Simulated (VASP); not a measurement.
Runs of VASP 6.6.1 on BP. The structure is that of space group F-43m (No. 216), or close to it. The cells are those of the table. 

| task | cell | cutoff (eV) | smearing | gap on the mesh (eV) | pressure (GPa) |
| --- | --- | --- | --- | --- | --- |
| relaxation of the atoms | atoms relaxed from a = 3.164, b = 3.164, c = 3.144 Å, angles 60.2, 60.2, 59.6°, 2 atoms | 450 | gaussian 0.02 eV | 1.03 | 3.0 |
| single point | a = 3.167, b = 3.167, c = 3.144 Å, angles 60.2, 60.2, 59.5°, 2 atoms | 500 | gaussian 0.02 eV | 1.02 | 2.6 |
| single point | a = 3.169, b = 3.169, c = 3.144 Å, angles 60.3, 60.3, 59.5°, 2 atoms | 500 | gaussian 0.02 eV | (a) | 2.4 |
| single point | a = 3.167, b = 3.167, c = 3.144 Å, angles 60.2, 60.2, 59.5°, 2 atoms | 500 | gaussian 0.01 eV | 1.02 | 2.6 |
| single point | a = 3.164, b = 3.164, c = 3.144 Å, angles 60.2, 60.2, 59.6°, 2 atoms | 500 | gaussian 0.02 eV | 1.03 | 3.0 |

Alike in all rows: level LDA; potentials or basis VASP PAW LDA potentials, release 64 (B, P); no spin polarisation; k mesh 10 × 10 × 10.

Task: Fill in the values left out.

Result: (a) 1.01.

Caveats: the relaxation stopped at its first step, so nothing moved (at least some runs); the cell stands under pressure (at least some runs).

A k mesh can miss the band edges.
